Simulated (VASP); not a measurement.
Wanted: the native input for a VASP 6.6.1 run.

| Quantity | Value |
| --- | --- |
| Task | single point |
| Functional | LDA |
| Potentials or basis | VASP PAW LDA potentials, release 64 (Rh_sv_GW) |
| Cutoff | 530 eV |
| k mesh | 5 × 5 × 5 |
| Occupations | fermi-dirac, width 0.1 eV |
| Spin | no spin polarisation |
| Dipole correction | no |
| Second run | valence_matched |
| Further INCAR settings | ALGO = Normal; EDIFF = 1e-06; NBANDS = 14 |

The structure of Rh lies in POSCAR:

```
Rh
1.0
    0.0000000000      1.8776226225      1.8776226225
    1.8776226225      0.0000000000      1.8776226225
    1.8776226225      1.8776226225      0.0000000000
Rh
1
Direct
    0.0000000000      0.0000000000      0.0000000000
```

The input as run:

INCAR

```
PREC     = Accurate       # precision mode
ENCUT    = 530            # plane-wave cutoff, eV
EDIFF    = 1E-6           # SCF threshold, eV
ISMEAR   = -1             # smearing method
SIGMA    = 0.1            # smearing width, eV
LREAL    = False          # projectors in reciprocal space
LASPH    = True           # aspherical terms in the spheres
NELM     = 120            # most SCF steps
ALGO     = Normal         # electronic algorithm
ISIF     = 2              # what is computed and relaxed
LWAVE    = False          # write WAVECAR
LCHARG   = True           # write CHGCAR
GGA      = CA             # functional
LELF     = True           # ELF
LVHAR    = True         
NBANDS   = 14             # bands
GGA_COMPAT= False
```

KPOINTS

```
Automatic mesh
0
Gamma
  5 5 5
```

Potentials or basis: VASP PAW LDA potentials, release 64 (Rh_sv_GW).

Launch:

```bash
$ cat potpaw_LDA.64/Rh_sv_GW/POTCAR > POTCAR
$ mpirun -np 1 vasp_std > vasp.out
```

It gave:

```json
{"Pressure": "1.3 GPa"}
```

Caveat: the k points lie up to 0.58 Å⁻¹ apart.

Run time: 2.7 s on 1 thread of Intel(R) Xeon(R) Platinum 8375C CPU @ 2.90GHz (Ice Lake) (shared host), peak memory 0.12 GiB.
